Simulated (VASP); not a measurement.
Runs of VASP 6.6.1 on ZrN. The structure is that of space group Fm-3m (No. 225), or close to it. The cells are those of the table. 

```tsv
task	cell	cutoff (eV)	gap on the mesh (eV)	pressure (GPa)
electric field gradients	a = 3.164 Å, angles 60.0°, 2 atoms	520	none	23.7
electric field gradients	a = 3.209 Å, angles 60.0°, 2 atoms	520	none	10.4
single point	a = 3.187 Å, angles 60.0°, 2 atoms	600	none	16.6
single point	a = 3.262 Å, angles 60.0°, 2 atoms	600	none	-2.9
single point	a = 3.241 Å, angles 60.0°, 2 atoms	600	none	2.0
electric field gradients	a = 3.187 Å, angles 60.0°, 2 atoms	520	none	16.7
single point	a = 3.273 Å, angles 60.0°, 2 atoms	600	none	-5.1
single point	a = 3.252 Å, angles 60.0°, 2 atoms	600	none	-0.5
single point	a = 3.164 Å, angles 60.0°, 2 atoms	600	none	(a)
electric field gradients	a = 3.165 Å, angles 60.0°, 2 atoms	520	none	(b)
```

Alike in all rows: level PBE; potentials or basis VASP PAW PBE potentials, release 64 (Zr_sv, N); no spin polarisation; k mesh 9 × 9 × 9; smearing fermi-dirac 0.01 eV.

Fill in the values left out.

(a) 23.6; (b) 23.5.

A k mesh can miss the band edges, and the runs leave out spin-orbit coupling on Zr.

A gap of «none» marks levels without a gap at the run's occupations.
